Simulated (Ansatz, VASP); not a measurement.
**Cu in VASP and in Ansatz**

```
Cu
1.0
    -1.42740    1.42740    1.34108
     1.42740   -1.42740    1.34108
     2.85479    2.85479    0.00000
Cu
2
Direct
  0.01124 0.90771 0.00000
  0.48876 0.59229 0.50000
```

Change from the starting cell: mode 1 frozen in at -0.209 Å and mode 5 at -0.109 Å (largest displacements).

Alike in both runs: task single point; functional LDA; k mesh 20 × 20 × 12; occupations gaussian, width 0.15 eV; no spin polarisation.

```csv
,VASP,Ansatz
version,VASP 6.6.1,Ansatz 0.2.0
potentials or method,"VASP PAW LDA potentials, release 64 (Cu), cutoff 520 eV","scalar-relativistic, plane waves, PAW"
valence electrons in the cell,22,38
```

VASP gave:

| Item | Value |
| --- | --- |
| gap on the k mesh at the Fermi level (eV) | none |
| pressure (GPa) | 2.3 |
| traceless stress, the component that is largest in VASP (GPa) | -4.03 |
| rms of the force components (eV/Å) | 0.337 |

What did Ansatz give for the same quantities?

gap on the k mesh at the Fermi level (eV): none; pressure (GPa): 1.4; traceless stress, the component that is largest in VASP (GPa): -4.04; rms of the force components (eV/Å): 0.336.

Ansatz warns that its potentials were made for another functional, while VASP's fit it. LDA's correlation is that of Perdew and Zunger in VASP and of Perdew and Wang (1992) in Ansatz. Atom by atom the forces differ by 0.002 eV/Å (rms over components). A gap of «none» marks a metal or a gap that the smearing closes. VASP's potentials hold 22 valence electrons a cell and Ansatz's 38, so a difference there can come from the potentials and not from the codes.
